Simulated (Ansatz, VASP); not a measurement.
One calculation of LiCaF3, two programs

The input INCAR:

```
SYSTEM = LiCaF3
ALGO = Normal ; EDIFF = 1E-6
EDIFFG = -0.005 ; ENCUT = 600
GGA = PS ; IBRION = 2
ISIF = 3 ; ISMEAR = 0
LASPH = .TRUE. ; LCHARG = .FALSE.
LREAL = .FALSE. ; LWAVE = .FALSE.
NELM = 60 ; NSW = 80
PREC = Accurate ; SIGMA = 0.01
```

File KPOINTS:

```
k-points
0
G
  4 4 4
  0 0 0
```

The input POSCAR:

```
LiCaF3
1.0
    3.7612440000      0.0000000000      0.0000000000
    0.0000000000      3.7612440000      0.0000000000
    0.0000000000      0.0000000000      3.7612440000
Li Ca F
1 1 3
Direct
    0.5000000000      0.5000000000      0.5000000000
    0.0000000000      0.0000000000      0.0000000000
    0.0000000000      0.5000000000      0.5000000000
    0.5000000000      0.5000000000      0.0000000000
    0.5000000000      0.0000000000      0.5000000000
```

Input for Ansatz:

```yaml
crystal:
  lattice:
    a: 3.761244
    b: 3.761244
    c: 3.761244
    alpha: 90.0
    beta: 90.0
    gamma: 90.0
  atoms:
    - { symbol: Li, position: [0.5, 0.5, 0.5] }
    - { symbol: Ca, position: [0.0, 0.0, 0.0] }
    - { symbol: F, position: [0.0, 0.5, 0.5] }
    - { symbol: F, position: [0.5, 0.5, 0.0] }
    - { symbol: F, position: [0.5, 0.0, 0.5] }
basis:
  ecutwfc: 470.0
kpoints:
  mp_grid:
    grid: [4, 4, 4]
hamiltonian:
  xc: pbesol
  dispersion: none
scf:
  occupations:
    method: fixed
relax:
  f_tol: 0.005
  max_steps: 60
  cell: {}
```

Alike in both runs: task relaxation of cell and atoms; functional PBEsol; k mesh 4 × 4 × 4; no spin polarisation.

```csv
,VASP,Ansatz
version,VASP 6.6.1,Ansatz 0.2.0
potentials or method,"VASP PAW PBE potentials, release 64 (Li_sv, Ca_sv, F), cutoff 600 eV","plane waves, PAW"
occupations,"gaussian, width 0.01 eV",fixed
valence electrons in the cell,34,34
```

|  | VASP | Ansatz | Ansatz less VASP |
| --- | --- | --- | --- |
| relaxed volume (Å³/atom) | 10.08 | 10.09 | +0.008 |
| relaxed length of the cell vector where the two differ most in proportion (Å) | 3.694 | 3.695 | +0.0010 |

VASP's potentials were made for PBE, not for PBEsol.

Noted on VASP's run: the cutoff is under 1.25 times that of the potentials, so the pressure is a little rough.
